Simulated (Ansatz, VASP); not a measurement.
Two plane-wave programs on SiW12

The input INCAR:

```
SYSTEM = SiW12
PREC = Accurate
ENCUT = 520
EDIFF = 1E-6
ISMEAR = 0
SIGMA = 0.1
LREAL = .FALSE.
LASPH = .TRUE.
NELM = 60
ALGO = Normal
ISIF = 2
LWAVE = .FALSE.
LCHARG = .FALSE.
LDIPOL = .TRUE.
IDIPOL = 3
DIPOL = 0.5 0.5 0.304
GGA = PE
IVDW = 12
NBANDS = 98
```

The input KPOINTS:

```
regular mesh
0
G
  5 5 1
  0 0 0
```

Contents of POSCAR:

```
SiW12
1.0
    5.6644156868      0.0000000000      0.0000000000
    0.0000000000      5.6644156868      0.0000000000
    0.0000000000      0.0000000000     21.1500668291
W Si
12 1
Direct
    0.2500000000      0.2500000000      0.1891246979
    0.2500000000      0.7500000000      0.1891246979
    0.7500000000      0.2500000000      0.1891246979
    0.7500000000      0.7500000000      0.1891246979
    0.0000000000      0.0000000000      0.2848852803
    0.0000000000      0.5000000000      0.2848852803
    0.5000000000      0.0000000000      0.2848852803
    0.5000000000      0.5000000000      0.2848852803
    0.2500000000      0.2500000000      0.3806166143
    0.2500000000      0.7500000000      0.3806166143
    0.7500000000      0.2500000000      0.3806166143
    0.7500000000      0.7500000000      0.3806166143
    0.3333333333      0.3333333333      0.5271882552
```

Input for Ansatz:

```yaml
crystal:
  lattice:
    - [5.6644156868, 0.0, 0.0]
    - [0.0, 5.6644156868, 0.0]
    - [0.0, 0.0, 21.1500668291]
  atoms:
    - { symbol: W, position: [0.25, 0.25, 0.1891246979] }
    - { symbol: W, position: [0.25, 0.75, 0.1891246979] }
    - { symbol: W, position: [0.75, 0.25, 0.1891246979] }
    - { symbol: W, position: [0.75, 0.75, 0.1891246979] }
    - { symbol: W, position: [0.0, 0.0, 0.2848852803] }
    - { symbol: W, position: [0.0, 0.5, 0.2848852803] }
    - { symbol: W, position: [0.5, 0.0, 0.2848852803] }
    - { symbol: W, position: [0.5, 0.5, 0.2848852803] }
    - { symbol: W, position: [0.25, 0.25, 0.3806166143] }
    - { symbol: W, position: [0.25, 0.75, 0.3806166143] }
    - { symbol: W, position: [0.75, 0.25, 0.3806166143] }
    - { symbol: W, position: [0.75, 0.75, 0.3806166143] }
    - { symbol: Si, position: [0.3333333333, 0.3333333333, 0.5271882552] }
basis:
  ecutwfc: 420
kpoints:
  mp_grid: { grid: [5, 5, 1] }
hamiltonian:
  xc: pbe
  pseudopotentials: { kind: paw, azcp: { folder: soft_1 } }
  dispersion: d3bj
scf:
  occupations: { method: gaussian, width: 0.1 }
output:
  forces: true
  eigenvalues: true
efield:
  axis: 3
  dipole_correction: true
  ramp_width: 0.04
```

Alike in both runs: task single point; functional PBE; dispersion D3(BJ); k mesh 5 × 5 × 1; occupations gaussian, width 0.1 eV; no spin polarisation.

```csv
,VASP,Ansatz
version,VASP 6.6.1,Ansatz 0.2.0
potentials or method,"VASP PAW PBE potentials, release 64 (W_sv, Si), cutoff 520 eV","scalar-relativistic, plane waves, PAW"
valence electrons in the cell,172,172
```

|  | VASP | Ansatz | Ansatz less VASP |
| --- | --- | --- | --- |
| gap on the k mesh at the Fermi level (eV) | none | none | - |
| rms of the force components (eV/Å) | 0.598 | 0.594 | -0.0040 |

Atom by atom the forces differ by 0.014 eV/Å (rms over components). A gap of «none» marks a metal or a gap that the smearing closes.

Spin-orbit coupling is off throughout.
